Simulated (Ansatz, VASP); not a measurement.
**Two plane-wave programs on PbI2**

```
Pb I
1.0
     4.67729    0.00000    0.00000
    -2.33864    4.05065    0.00000
     0.00000    0.00000    7.84964
Pb I
1 2
Direct
  0.00000 0.00000 0.00000
  0.33333 0.66667 0.23662
  0.66667 0.33333 0.76338
```

Alike in both runs: functional PBE; k mesh 11 × 11 × 6; occupations fermi-dirac, width 0.03 eV; no spin polarisation.

Ansatz relaxed the structure, and its values are those at the end. VASP's run is a single point on that final structure, the one shown.

```csv
,VASP,Ansatz
version,VASP 6.6.1,Ansatz 0.2.0
potentials or method,"VASP PAW PBE potentials, release 64 (Pb_d, I)","PAW with Ansatz's default frozen-core files, scalar-relativistic"
plane-wave cutoff (eV),500,420
valence electrons in the cell,28,48
```

```csv
,VASP,Ansatz,Ansatz less VASP
pressure (GPa),0.0,0.0,+0.02
```

With one functional, cell and mesh, what is left measures potentials, basis and numerics. VASP's potentials hold 28 valence electrons a cell and Ansatz's 48, so a difference there can come from the potentials and not from the codes.

Neither program's run includes spin-orbit coupling.
